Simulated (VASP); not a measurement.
# Na in VASP: notebook, part 3 of 3

VASP 6.6.1. Earlier steps stand in the parts before.

**5. Single point, r2SCAN (strained)**

File POSCAR:

```
Na
1.0
    7.0925227895      0.0000000000      0.0000000000
    0.0000000000      7.0925227895      0.0000000000
    0.0000000000      0.0000000000      7.0925227895
Na
1
Direct
    0.0000000000      0.0000000000      0.0000000000
```

File INCAR.step1:

```
SYSTEM = Na
ALGO = Normal
EDIFF = 1E-4
ENCUT = 520
GGA = PE
ISMEAR = 0
LASPH = .TRUE.
LCHARG = .FALSE.
LREAL = .FALSE.
LWAVE = .TRUE.
NBANDS = 10
NELM = 80
PREC = Accurate
SIGMA = 0.1
```

File INCAR.step2:

```
SYSTEM = Na
ALGO = Normal
EDIFF = 1E-6
ENCUT = 520
ISIF = 2
ISMEAR = 0
ISTART = 1
LASPH = .TRUE.
LCHARG = .TRUE.
LELF = .TRUE.
LMIXTAU = .TRUE.
LREAL = .FALSE.
LVHAR = .TRUE.
LWAVE = .FALSE.
METAGGA = R2SCAN
NBANDS = 10
NELM = 80
PREC = Accurate
SIGMA = 0.1
```

File KPOINTS:

```
k-points
0
G
  6 6 6
  0 0 0
```

Potentials or basis: VASP PAW PBE potentials, release 64 (Na_pv).

On the command line:

```sh
> cat potpaw_PBE.64/Na_pv/POTCAR > POTCAR
> cp INCAR.step1 INCAR
> mpirun -np 1 vasp_std > vasp.out
> cp INCAR.step2 INCAR
> mpirun -np 1 vasp_std > vasp.out
```

OUTCAR:

```text
SYSTEM = Na
   EDIFF = 1E-6
   ENCUT = 520
   ISIF = 2
   ISMEAR = 0
   ISTART = 1
   LASPH = .TRUE.
   LREAL = .FALSE.
   METAGGA = R2SCAN
   NELM = 80
   PREC = Accurate

 ion  position               nearest neighbor table
   1  0.000  0.000  0.000-

  LATTYP: Found a simple cubic cell.
 ALAT       =     7.0925227895

  Lattice vectors:

 A1 = (   7.0925227895,   0.0000000000,   0.0000000000)
 A2 = (   0.0000000000,   7.0925227895,   0.0000000000)
 A3 = (   0.0000000000,   0.0000000000,   7.0925227895)

Analysis of symmetry for initial positions (statically):
=====================================================================
 Subroutine PRICEL returns:
 Original cell was already a primitive cell.

 Routine SETGRP: Setting up the symmetry group for a
 simple cubic supercell.

 Subroutine GETGRP returns: Found 48 space group operations
 (whereof 48 operations were pure point group operations)
 out of a pool of 48 trial point group operations.

The static configuration has the point symmetry O_h .

Analysis of symmetry for dynamics (positions and initial velocities):
=====================================================================
 Subroutine PRICEL returns:
 Original cell was already a primitive cell.

 Routine SETGRP: Setting up the symmetry group for a
 simple cubic supercell.

 Subroutine GETGRP returns: Found 48 space group operations
 (whereof 48 operations were pure point group operations)
 out of a pool of 48 trial point group operations.

The dynamic configuration has the point symmetry O_h .

 Subroutine INISYM returns: Found 48 space group operations
 (whereof 48 operations are pure point group operations),
 and found     1 'primitive' translations

----------------------------------------------------------------------------------------

                                     Primitive cell

  volume of cell :     356.7814

  direct lattice vectors                    reciprocal lattice vectors
     7.092522790  0.000000000  0.000000000     0.140993555  0.000000000  0.000000000
     0.000000000  7.092522790  0.000000000     0.000000000  0.140993555  0.000000000
     0.000000000  0.000000000  7.092522790     0.000000000  0.000000000  0.140993555

  length of vectors
     7.092522790  7.092522790  7.092522790     0.140993555  0.140993555  0.140993555

  position of ions in fractional coordinates (direct lattice)
     0.000000000  0.000000000  0.000000000

  ion indices of the primitive-cell ions
   primitive index   ion index
                 1           1

----------------------------------------------------------------------------------------

 KPOINTS: k-points

Automatic generation of k-mesh.
 Grid dimensions read from file:
 generate k-points for:    6    6    6

 Generating k-lattice:

  Cartesian coordinates                     Fractional coordinates (reciprocal lattice)
     0.023498926  0.000000000  0.000000000     0.166666667  0.000000000  0.000000000
     0.000000000  0.023498926  0.000000000     0.000000000  0.166666667  0.000000000
     0.000000000  0.000000000  0.023498926     0.000000000  0.000000000  0.166666667

  Length of vectors
     0.023498926  0.023498926  0.023498926

  Shift w.r.t. Gamma in fractional coordinates (k-lattice)
     0.000000000  0.000000000  0.000000000

 Subroutine IBZKPT returns following result:
 ===========================================

 Found     20 irreducible k-points:

 Following reciprocal coordinates:
            Coordinates               Weight
  0.000000  0.000000  0.000000      1.000000
  0.166667  0.000000  0.000000      6.000000
  0.333333  0.000000  0.000000      6.000000
  0.500000  0.000000  0.000000      3.000000
  0.166667  0.166667  0.000000     12.000000
  0.333333  0.166667  0.000000     24.000000
[... 12 lines left out ...]
  0.500000  0.500000  0.333333      6.000000
  0.500000  0.500000  0.500000      1.000000
   k-points           NKPTS =     20   k-points in BZ     NKDIM =     20   number of bands    NBANDS=     10
   number of dos      NEDOS =    301   number of ions     NIONS =      1
   total plane-waves  NPLWV = 157464
   dimension x,y,z NGX =    54 NGY =   54 NGZ =   54
   dimension x,y,z NGXF=   108 NGYF=  108 NGZF=  108
   ions per type =               1
   NGX,Y,Z   is equivalent  to a cutoff of  12.66, 12.66, 12.66 a.u.
   NGXF,Y,Z  is equivalent  to a cutoff of  25.31, 25.31, 25.31 a.u.
 SYSTEM =  Na
   PREC   = accura    normal or accurate (medium, high low for compatibility)
   ISTART =      1    job   : 0-new  1-cont  2-samecut
   ICHARG =      0    charge: 1-file 2-atom 10-const
   ISPIN  =      1    spin polarized calculation?
   LNONCOLLINEAR =      F non collinear calculations
   LSORBIT =      F    spin-orbit coupling
   LASPH  =      T    aspherical Exc in radial PAW
   ENCUT  =  520.0 eV  38.22 Ry    6.18 a.u.  13.19 13.19 13.19*2*pi/ulx,y,z
   NELM   =     80;   NELMIN=  2; NELMDL=  0     # of ELM steps
   EDIFF  = 0.1E-05   stopping-criterion for ELM
   LREAL  =      F    real-space projection
   EDIFFG = 0.1E-04   stopping-criterion for IOM
   NSW    =      0    number of steps for IOM
   IBRION =     -1    ionic relax: 0-MD 1-quasi-New 2-CG
   NFREE  =      0    steps in history (QN), initial steepest desc. (CG)
   ISIF   =      2    stress and relaxation
   ISYM   =      2    0-nonsym 1-usesym 2-fastsym
   POTIM  = 0.5000    time-step for ionic-motion
   TEBEG  =    0.0;   TEEND  =   0.0 temperature during run
   PSTRESS=    0.0 pullay stress
   NELECT =       7.0000    total number of electrons
   NUPDOWN=      -1.0000    fix difference up-down
   EMIN   =  10.00;   EMAX   =-10.00  energy-range for DOS
   EFERMI =   0.00;   METHOD = LEGACY
   ISMEAR =     0;   SIGMA  =   0.10  broadening in eV -4-tet -1-fermi 0-gaus
   EFERMI_NEDOS =   21; number of points for ismear=-14 and -15
   IALGO  =     38    algorithm
   IMIX   =      4    mixing-type and parameters
     AMIX     =   0.40;   BMIX     =  1.00
     AMIX_MAG =   1.60;   BMIX_MAG =  1.00
  volume/ion in A,a.u.               =     356.78      2407.68
  Fermi-wavevector in a.u.,A,eV,Ry     =   0.441543  0.834396  2.652600  0.194961
  Thomas-Fermi vector in A             =   1.416905
   LORBIT       =      0    0 simple, 1 ext, 2 COOP (PROOUT), +10 PAW based schemes
   METAGGA = R2SCAN    functional components
   LHFCALC =     F    Hartree Fock is set to
   AEXX    =    0.0000 exact exchange contribution
   IVDW    =     0    specifies the selected vdW correction
   LEPSILON=     F    determine dielectric tensor
   LRPA    =     F    only Hartree local field effects (RPA)
 non-spin polarized calculation
 Gauss-broadening in eV      SIGMA  =   0.10
  energy-cutoff  :      520.00
  volume of cell :      356.78
 maximum number of plane-waves:      9632
 NGX is ok and might be reduce to    54
   NGX = 27   NGY = 27   NGZ = 27

 number of electron       7.0000009 magnetization

 Free energy of the ion-electron system (eV)
  ---------------------------------------------------
  ext. energy  EPLUGINS =         0.00000000
  ---------------------------------------------------
  free energy    TOTEN  =        -2.29992104 eV

  energy without entropy =       -2.28224277  energy(sigma->0) =       -2.29108191

 E-fermi :  -2.3119     XC(G=0):  -2.4729

 val. band max:       -2.3144744875   @ k =   0.3333   0.3333   0.0000
 cond. band min:      -2.3007012605   @ k =   0.5000   0.1667   0.1667
 fundamental gap:      0.0137732269
 Fermi energy:        -2.3118836190

 k-point     1 :       0.0000    0.0000    0.0000
  band No.  band energies     occupation
      1     -29.7406      2.00000
      2     -29.7406      2.00000
      3     -29.7406      2.00000
      4      -2.7622      2.00000
      5       0.4920      0.00000
      6       0.4920      0.00000
      7       0.4920      0.00000
      8       0.8848      0.00000
      9       1.3834      0.00000
     10       1.3834      0.00000
[... 235 lines left out ...]
 k-point    20 :       0.5000    0.5000    0.5000
  band No.  band energies     occupation
      1     -29.7406      2.00000
      2     -29.7406      2.00000
      3     -29.7406      2.00000
      4      -1.7956      0.00000
      5      -0.3334      0.00000
      6      -0.3334      0.00000
      7      -0.3334      0.00000
      8       0.9314      0.00000
      9       0.9314      0.00000
     10       0.9314      0.00000

------------------------ aborting loop because EDIFF is reached ----------------------------------------

  FORCE on cell =-STRESS in cart. coord.  units (eV):
  Direction    XX          YY          ZZ          XY          YZ          ZX
  --------------------------------------------------------------------------------------
  -------------------------------------------------------------------------------------
  Total       -0.3313748     -0.3313748     -0.3313748      0.0000000      0.0000000      0.0000000
  in kB       -1.4880852     -1.4880852     -1.4880852      0.0000000      0.0000000      0.0000000
  external PRESSURE =      -1.4880852 kB  Pullay stress =       0.0000000 kB

 VOLUME and BASIS-vectors are now :
 -----------------------------------------------------------------------------
  energy-cutoff  :      520.00
  volume of cell :      356.78
      direct lattice vectors                 reciprocal lattice vectors
     7.092522790  0.000000000  0.000000000     0.140993555  0.000000000  0.000000000
     0.000000000  7.092522790  0.000000000     0.000000000  0.140993555  0.000000000
     0.000000000  0.000000000  7.092522790     0.000000000  0.000000000  0.140993555

 POSITION                                       TOTAL-FORCE (eV/Angst)
 -----------------------------------------------------------------------------------
      0.00000      0.00000      0.00000         0.000000      0.000000      0.000000
 -----------------------------------------------------------------------------------
    total drift:                                0.000000     -0.000000     -0.000000

  FREE ENERGIE OF THE ION-ELECTRON SYSTEM (eV)
  ---------------------------------------------------
  free  energy   TOTEN  =        -2.2999210372 eV

  energy  without entropy=       -2.2822427740  energy(sigma->0) =       -2.29108191
```

OUTCAR.step1:

```text
SYSTEM = Na
   EDIFF = 1E-4
   ENCUT = 520
   GGA = PE
   ISMEAR = 0
   LASPH = .TRUE.
[... 471 lines left out ...]
 -----------------------------------------------------------------------------------
      0.00000      0.00000      0.00000         0.000000      0.000000      0.000000
 -----------------------------------------------------------------------------------
    total drift:                                0.000000     -0.000000     -0.000000

  FREE ENERGIE OF THE ION-ELECTRON SYSTEM (eV)
  ---------------------------------------------------
  free  energy   TOTEN  =        -0.1629603708 eV

  energy  without entropy=       -0.1406206817  energy(sigma->0) =       -0.15179053
```

Wall time 3.1 min (1 thread of Intel Xeon 6975P-C (Granite Rapids), shared host); peak memory 0.44 GiB.

What came out:

```
Free energy            : -2.2999 eV
Pressure               : -0.1 GPa
Band gap on the k mesh : zero (an odd number of electrons rules out a gap without spin polarisation)
```

Levels at points of the mesh, in eV from the Fermi level:
```tsv
k point	band 1	band 2	band 3	band 4	band 5	band 6
(0.00, 0.00, 0.00)	-27.43	-27.43	-27.43	-0.45	2.80	2.80
(0.50, 0.00, 0.00)	-27.43	-27.43	-27.43	-0.11	1.23	3.09
(0.50, 0.50, 0.00)	-27.43	-27.43	-27.43	0.21	1.63	1.63
(0.50, 0.50, 0.50)	-27.43	-27.43	-27.43	0.52	1.98	1.98
```

Caveat: the cell differs from its parent crystal (strained); the PAW data sets were made with another functional, which shifts forces and pressure a little.

**6. Single point, PBE (the cell strained at random)**

File INCAR:

```
SYSTEM = Na
  ALGO = Fast
  EDIFF = 1E-6
  ENCUT = 520
  GGA = PE
  ISIF = 2
  ISMEAR = 0
  LASPH = .TRUE.
  LCHARG = .FALSE.
  LREAL = .FALSE.
  LWAVE = .FALSE.
  NBANDS = 10
  NELM = 60
  PREC = Accurate
  SIGMA = 0.1
```

KPOINTS is that of step 5.

File POSCAR:

```
Na
1.0
    6.9935638886     -0.0077959106     -0.0015451354
   -0.0077959106      7.0521385680     -0.0075149769
   -0.0015451354     -0.0075149769      7.0053631046
Na
1
Direct
    0.0000000000      0.0000000000      0.0000000000
```

Potentials or basis: VASP PAW PBE potentials, release 64 (Na_pv).

On the command line:

```sh
> cat potpaw_PBE.64/Na_pv/POTCAR > POTCAR
> mpirun -np 1 vasp_std > vasp.out
```

Wall time 2.2 min (1 thread of Intel Xeon 6975P-C (Granite Rapids), shared host); peak memory 0.59 GiB.

It converged, with:

```yaml
Free_energy: -0.1713 eV
Pressure: -0.1 GPa
Band_gap_on_the_k_mesh: zero (an odd number of electrons rules out a gap without spin polarisation)
```

Levels at points of the mesh, in eV from the Fermi level:
| k point | band 1 | band 2 | band 3 | band 4 | band 5 | band 6 |
| --- | --- | --- | --- | --- | --- | --- |
| (0.00, 0.00, 0.00) | -26.07 | -26.07 | -26.07 | -0.38 | 2.73 | 2.76 |
| (0.50, 0.00, 0.00) | -26.07 | -26.07 | -26.07 | -0.09 | 1.30 | 2.99 |
| (0.00, 0.50, 0.00) | -26.07 | -26.07 | -26.07 | -0.11 | 1.30 | 3.01 |
| (0.50, 0.50, 0.00) | -26.07 | -26.07 | -26.07 | 0.16 | 1.64 | 1.66 |
| (0.00, 0.00, 0.50) | -26.07 | -26.07 | -26.07 | -0.10 | 1.30 | 2.99 |
| (0.50, 0.00, 0.50) | -26.07 | -26.07 | -26.07 | 0.17 | 1.65 | 1.66 |
| (0.00, 0.50, 0.50) | -26.07 | -26.07 | -26.07 | 0.16 | 1.64 | 1.66 |
| (0.50, 0.50, 0.50) | -26.07 | -26.07 | -26.07 | 0.41 | 1.96 | 1.96 |

Caveat: the cell differs from its parent crystal (the cell strained at random).

**7. The runs side by side**

| level | cell | gap on the mesh (eV) | pressure (GPa) |
| --- | --- | --- | --- |
| PBE | a = 6.761 Å, 1 atom | none | -0.2 |
| PBE | a = 7.061 Å, 1 atom | none | -0.1 |
| PBE | a = 7.232 Å, 1 atom | none | -0.1 |
| r2SCAN | a = 7.093 Å, 1 atom | none | -0.1 |
| PBE | a = 6.994, b = 7.052, c = 7.005 Å, angles 90.1, 90.0, 90.1°, 1 atom | none | -0.1 |

Alike in all rows: task single point; potentials or basis VASP PAW PBE potentials, release 64 (Na_pv); no spin polarisation; k mesh 6 × 6 × 6; cutoff (eV) 520; smearing gaussian 0.1 eV.

Caveats: the PAW data sets were made with another functional, which shifts forces and pressure a little (at least some runs).

Absolute energies hang on the potentials; compare differences alone.
